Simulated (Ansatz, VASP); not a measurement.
Given: the input of a run of VASP 6.6.1 on Y.

The input INCAR:

```
SYSTEM = Y
  PREC = Accurate
  ENCUT = 520
  EDIFF = 1E-6
  ISMEAR = -1
  SIGMA = 0.05
  LREAL = .FALSE.
  LASPH = .TRUE.
  NELM = 60
  ALGO = Fast
  ISIF = 2
  LWAVE = .FALSE.
  LCHARG = .TRUE.
  LELF = .TRUE.
  LVHAR = .TRUE.
  NBANDS = 18
```

KPOINTS

```
regular mesh
0
G
  8 8 5
  0 0 0
```

The input POSCAR:

```
Y
1.0
    3.5729423729      0.0000000000      0.0000000000
   -1.7864711865      3.0942588613      0.0000000000
    0.0000000000      0.0000000000      5.6136161546
Y
2
Direct
    0.6666666667      0.3333333333      0.7500000000
    0.3333333333      0.6666666667      0.2500000000
```

Potentials or basis: VASP PAW LDA potentials, release 64 (Y_sv).

Command:

```bash
$ cat potpaw_LDA.64/Y_sv/POTCAR > POTCAR
$ mpirun -np 1 vasp_std > vasp.out
```

**Question.** Translate it to Ansatz 0.2.0. Potentials there: all-electron LAPW, scalar-relativistic.

**Answer.** As run (the cutoff follows the program's own potentials):

The input input.yaml:

```yaml
crystal:
  lattice:
    - [3.5729423729, 0.0, 0.0]
    - [-1.7864711865, 3.0942588613, 0.0]
    - [0.0, 0.0, 5.6136161546]
  atoms:
    - { symbol: "Y", position: [0.6666666667, 0.3333333333, 0.75] }
    - { symbol: "Y", position: [0.3333333333, 0.6666666667, 0.25] }
kpoints:
  mp_grid: { grid: [8, 8, 5] }
scf:
  occupations: { method: fermi_dirac, width: 0.05 }
hamiltonian:
  xc: lda
  pseudopotentials: { kind: all_electron, lapw: { basis_error: 0.001 } }
output:
  forces: true
  stress: true
  eigenvalues: true
```

Potentials or basis: all-electron LAPW, scalar-relativistic.

The run is started by

```console
$ ansatz run input.yaml --threads 1 --pin off --max-ram 3072MiB --backend cpu --events-out ev --progress --plain --runs-dir out
```

Both were run:

|  | VASP | Ansatz | Ansatz less VASP |
| --- | --- | --- | --- |
| gap on the k mesh at the Fermi level (eV) | none | none | - |
| pressure (GPa) | -1.7 | -1.6 | +0.12 |
| traceless stress, the component that is largest in VASP (GPa) | -0.17 | -0.19 | -0.014 |

LDA's correlation is that of Perdew and Zunger in VASP and of Perdew and Wang (1992) in Ansatz. A gap of «none» marks a metal or a gap that the smearing closes. Ansatz ran all-electron here, and VASP with PAW potentials.
